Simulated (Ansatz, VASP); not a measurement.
**Au in VASP and in Ansatz**

INCAR

```
ALGO = Fast ; EDIFF = 1E-6
ENCUT = 520 ; GGA = PS
ISIF = 2 ; ISMEAR = 0
LASPH = T ; LCHARG = F
LREAL = F ; LWAVE = F
NBANDS = 18 ; NELM = 60
PREC = Accurate ; SIGMA = 0.15
```

File KPOINTS:

```
k-points
0
Gamma
  18 18 10
```

The input POSCAR:

```
Au
1.0
    2.8999984104      0.0000000000      0.0000000000
   -1.4499992052      2.5114722944      0.0000000000
    0.0000000000      0.0000000000      4.8800000000
Au
2
Direct
    0.2935160516      0.5870321031      0.7295081967
    0.6666666667      0.3333333333      0.2500000000
```

Input for Ansatz:

```yaml
crystal:
  lattice:
    - [2.8999984104, 0.0, 0.0]
    - [-1.4499992052, 2.5114722944, 0.0]
    - [0.0, 0.0, 4.88]
  atoms:
    - { symbol: Au, position: [0.2935160516, 0.5870321031, 0.7295081967] }
    - { symbol: Au, position: [0.6666666667, 0.3333333333, 0.25] }
basis:
  ecutwfc: 420
kpoints:
  mp_grid: { grid: [18, 18, 10] }
hamiltonian:
  xc: pbesol
scf:
  occupations: { method: gaussian, width: 0.15 }
output:
  forces: true
  stress: true
  eigenvalues: true
```

Alike in both runs: task single point; functional PBEsol; k mesh 18 × 18 × 10; occupations gaussian, width 0.15 eV; no spin polarisation.

|  | VASP | Ansatz |
| --- | --- | --- |
| version | VASP 6.6.1 | Ansatz 0.2.0 |
| potentials or method | VASP PAW PBE potentials, release 64 (Au), cutoff 520 eV | scalar-relativistic, plane waves, PAW |
| valence electrons in the cell | 22 | 38 |

Ansatz gave:

| Quantity | Value |
| --- | --- |
| gap on the k mesh at the Fermi level (eV) | none |
| pressure (GPa) | -5.4 |
| traceless stress, the component that is largest in VASP (GPa) | -0.82 |
| rms of the force components (eV/Å) | 0.363 |

Question: What did VASP give for the same quantities?

Answer: gap on the k mesh at the Fermi level (eV): none; pressure (GPa): -5.6; traceless stress, the component that is largest in VASP (GPa): -0.81; rms of the force components (eV/Å): 0.361.

VASP's potentials were made for PBE, not for PBEsol. Atom by atom the forces differ by 0.002 eV/Å (rms over components). A gap of «none» marks a metal or a gap that the smearing closes. VASP's potentials hold 22 valence electrons a cell and Ansatz's 38, so a difference there can come from the potentials and not from the codes.

Spin-orbit coupling is off throughout.
